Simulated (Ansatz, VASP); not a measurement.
SiC in VASP and in Ansatz

File POSCAR:

```
SiC
1.0
    2.1346066291      2.1346066291      0.0000000000
   -2.1346066291      2.1346066291      0.0000000000
    0.0000000000      2.1346066291      2.2057619297
Si C
1 1
Direct
    0.0000000000      0.0000000000      0.0000000000
    0.7500000000      0.2500000000      0.5000000000
```

File INCAR.step1:

```
SYSTEM = SiC
PREC = Accurate ; ENCUT = 520
ISMEAR = 0 ; SIGMA = 0.01
LREAL = .False. ; LASPH = .True.
NELM = 80 ; NBANDS = 11
GGA = PE ; ALGO = Normal
EDIFF = 1E-4 ; LWAVE = .True.
LCHARG = .False.
```

INCAR.step2

```
SYSTEM = SiC
PREC = Accurate ; ENCUT = 520
EDIFF = 1E-6 ; ISMEAR = 0
SIGMA = 0.01 ; LREAL = .False.
LASPH = .True. ; NELM = 80
ALGO = Normal ; ISIF = 2
LWAVE = .False. ; LCHARG = .True.
METAGGA = R2SCAN ; LMIXTAU = .True.
LELF = .True. ; LVHAR = .True.
NBANDS = 11 ; ISTART = 1
```

The input KPOINTS:

```
Automatic mesh
0
Gamma
  10 10 10
  0 0 0
```

Input for Ansatz:

```yaml
crystal:
  lattice:
    - [2.13460662911, 2.13460662911, 0.0]
    - [-2.13460662911, 2.13460662911, 0.0]
    - [0.0, 2.13460662911, 2.2057619297]
  atoms:
    - { symbol: Si, position: [0.0, 0.0, 0.0] }
    - { symbol: C, position: [0.75, 0.25, 0.5] }
kpoints:
  mp_grid: { grid: [10, 10, 10] }
scf:
  occupations: { method: fixed }
  convergence: { dr2_threshold: 1.0e-10 }
hamiltonian:
  xc: r2scan
  pseudopotentials: { kind: paw }
output:
  forces: true
  stress: true
  eigenstates:
    kpoints:
      - [0.0, 0.0, 0.0]
      - [-0.5, 0.5, 0.0]
      - [-0.5, -0.5, -0.5]
      - [0.0, 0.0, -0.5]
      - [0.0, -0.5, -0.5]
      - [0.0, 0.5, 0.0]
      - [-0.5, 0.0, 0.0]
      - [-0.5, 0.0, -0.5]
  eigenvalues: true
```

Change from the starting cell: film at in-plane strain -0.02.

Alike in both runs: task single point; functional r2SCAN; k mesh 10 × 10 × 10; no spin polarisation.

```csv
,VASP,Ansatz
version,VASP 6.6.1,Ansatz 0.2.0
potentials or method,"VASP PAW PBE potentials, release 64 (Si, C)","PAW with Ansatz's default frozen-core files, scalar-relativistic"
plane-wave cutoff (eV),520,500
occupations,"gaussian, width 0.01 eV",fixed
valence electrons in the cell,8,8
```

```tsv
	VASP	Ansatz	Ansatz less VASP
gap on the k mesh at the Fermi level (eV)	1.52	1.51	-0.011
pressure (GPa)	6.4	6.6	+0.21
traceless stress, the component that is largest in VASP (GPa)	-6.61	-6.58	+0.030
```

VASP's potentials were made for PBE, not for r2SCAN.
